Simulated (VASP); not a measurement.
AlGa3N4, 8 atoms in the cell. It takes space group P-4m2 (No. 115, tetragonal). The conventional cell has a = 3.193 Å, b = 3.193 Å, c = 9.008 Å, α = 90.00°, β = 90.00°, γ = 90.00°. Al (site symmetry -4m2) has 4 N at 1.91 Å within 2.5 Å. N (site symmetry 2mm) has 2 Al at 1.91 Å and 2 Ga at 1.97 Å within 2.5 Å. Within 2.6 Å of N (site symmetry 2mm) lie 4 Ga at 1.96 to 1.97 Å. Within 2.6 Å of Ga (site symmetry 2mm) lie 4 N at 1.97 Å. Within 2.6 Å of Ga (site symmetry -4m2) lie 4 N at 1.96 Å. 

- Program: VASP 6.6.1
- Task: single point
- Functional: PBE
- Potentials or basis: VASP PAW PBE potentials, release 64 (Al, N, Ga_d)
- Cutoff: 600 eV
- k mesh: 8 × 8 × 4
- Occupations: fermi-dirac, width 0.02 eV
- Spin: no spin polarisation
- Dipole correction: no
- Further INCAR settings: ALGO = Normal; EDIFF = 1e-06; NBANDS = 41

Potentials or basis: VASP PAW PBE potentials, release 64 (Al, N, Ga_d).

Command:

```console
$ cat potpaw_PBE.64/Al/POTCAR potpaw_PBE.64/N/POTCAR potpaw_PBE.64/Ga_d/POTCAR > POTCAR
$ mpirun -np 1 vasp_std > vasp.out
```

Hardware: 1 thread of Oxide Virtual Turin-like Processor, with other jobs on the host.

Question: How long does it take, and how much memory?

Answer: Wall time 2.9 min on 1 thread of Oxide Virtual Turin-like Processor (shared host), peak memory 0.3 GiB. Counts: scf iterations 16, k points 45.
